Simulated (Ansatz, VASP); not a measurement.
# Tc in VASP and in Ansatz

```
Tc
1.0
    -1.53217    1.53217    1.53217
     1.53217   -1.53217    1.53217
     1.53217    1.53217   -1.53217
Tc
1
Direct
  0.00000 0.00000 0.00000
```

Alike in both runs: task single point; functional r2SCAN; k mesh 20 × 20 × 20; occupations gaussian, width 0.05 eV; no spin polarisation.

```csv
,VASP,Ansatz
version,VASP 6.6.1,Ansatz 0.2.0
potentials or method,"VASP PAW PBE potentials, release 64 (Tc_pv), cutoff 520 eV","scalar-relativistic, plane waves, PAW"
valence electrons in the cell,13,15
```

VASP gave:

```
gap on the k mesh at the Fermi level (eV) : none
pressure (GPa)                            : 0.5
```

Problem. Which values does Ansatz return?

Solution. gap on the k mesh at the Fermi level (eV): none; pressure (GPa): 0.0.

VASP's potentials were made for PBE, not for r2SCAN. A gap of «none» marks a metal or a gap that the smearing closes. VASP's potentials hold 13 valence electrons a cell and Ansatz's 15, so a difference there can come from the potentials and not from the codes.
